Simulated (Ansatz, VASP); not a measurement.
# Cu: VASP beside Ansatz

```
Cu
1.0
     2.49814    0.00000    0.00000
    -1.24907    2.16345    0.00000
     0.00000    0.00000    4.42435
Cu
2
Direct
  0.33333 0.66667 0.25000
  0.66667 0.33333 0.75000
```

Alike in both runs: task single point; functional PBE; k mesh 18 × 18 × 10; occupations gaussian, width 0.1 eV; no spin polarisation.

|  | VASP | Ansatz |
| --- | --- | --- |
| version | VASP 6.6.1 | Ansatz 0.2.0 |
| potentials or method | VASP PAW PBE potentials, release 64 (Cu_sv_GW), cutoff 820 eV | scalar-relativistic, plane waves, PAW |
| valence electrons in the cell | 38 | 38 |

Ansatz gave:

```
gap on the k mesh at the Fermi level (eV)                     : none
pressure (GPa)                                                : 1.4
traceless stress, the component that is largest in VASP (GPa) : -8.43
```

Question: What did VASP give for the same quantities?

Answer: gap on the k mesh at the Fermi level (eV): none; pressure (GPa): -0.5; traceless stress, the component that is largest in VASP (GPa): -8.42.

A gap of «none» marks a metal or a gap that the smearing closes.
